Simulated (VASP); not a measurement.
A run of VASP 6.6.1 is set up as follows.

File POSCAR:

```
MgO2
1.0
    1.6156258717      0.9327820319      3.5028609953
   -1.6156258717      0.9327820319      3.5028609953
    0.0000000000     -1.8655640638      3.5028609953
Mg O
1 2
Direct
    0.0000000000      0.0000000000      0.0000000000
    0.4291729277      0.4291729277      0.4291729277
    0.5708270723      0.5708270723      0.5708270723
```

The input INCAR.step1:

```
SYSTEM = MgO2
ALGO = Normal ; EDIFF = 1E-4
ENCUT = 520 ; GGA = PE
ISMEAR = 0 ; LASPH = .TRUE.
LCHARG = .FALSE. ; LREAL = .FALSE.
LWAVE = .TRUE. ; NBANDS = 14
NELM = 60 ; PREC = Accurate
SIGMA = 0.02
```

Contents of INCAR.step2:

```
SYSTEM = MgO2
ALGO = Normal ; EDIFF = 1E-6
ENCUT = 520 ; ISIF = 2
ISMEAR = 0 ; ISTART = 1
LASPH = .TRUE. ; LCHARG = .FALSE.
LMIXTAU = .TRUE. ; LREAL = .FALSE.
LWAVE = .FALSE. ; METAGGA = R2SCAN
NBANDS = 14 ; NELM = 60
PREC = Accurate ; SIGMA = 0.02
```

File KPOINTS:

```
k-points
0
G
  12 12 12
  0 0 0
```

Potentials or basis: VASP PAW PBE potentials, release 64 (Mg, O).

Run with:

```console
$ cat potpaw_PBE.64/Mg/POTCAR potpaw_PBE.64/O/POTCAR > POTCAR
$ cp INCAR.step1 INCAR
$ mpirun -np 1 vasp_std > vasp.out
$ cp INCAR.step2 INCAR
$ mpirun -np 1 vasp_std > vasp.out
```

(1) Estimate the band gap on the k mesh.

(2) Estimate the pressure.

(3) What does it give for the largest force?

## Answers

(1) 2.94 eV.

(2) -7.3 GPa.

(3) 0.270 eV/Å.

Caveat: the cell stands under tension; the PAW data sets were made with another functional, which shifts forces and pressure a little.
